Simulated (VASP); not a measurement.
## LiH: single point with r2SCAN

The system is LiH.

```xyz
2
Lattice="2.0023 2.0023 0.0000 -2.0023 2.0023 0.0000 0.0000 2.0023 2.0023" Properties=species:S:1:pos:R:3 pbc="T T T"
Li    0.0000    0.0000    0.0000
H     0.0000    2.0023    0.0000
```

* Program: VASP 6.6.1
* Task: single point
* Functional: r2SCAN
* Potentials or basis: VASP PAW PBE potentials, release 64 (Li_sv, H)
* Cutoff: 520 eV
* k mesh: 10 × 10 × 10
* Occupations: gaussian, width 0.01 eV
* Spin: no spin polarisation

```yaml
Band_gap_on_the_k_mesh: 3.58 eV, direct
```

Levels at points of the mesh, in eV from the valence-band top:
```tsv
k point	band 1	band 2	band 3	band 4	band 5	band 6
(0.00, 0.00, 0.00)	-45.74	-5.46	17.68	19.44	19.44	19.44
(0.50, 0.00, 0.00)	-45.69	-2.65	5.68	14.96	18.19	18.19
(0.50, 0.50, 0.00)	-45.68	0.00	3.58	11.76	11.76	15.06
```

Run time: 71 s on 1 thread of AMD EPYC 7R13, with other jobs on the host, peak memory 0.11 GiB.

 A k mesh can miss the band edges.
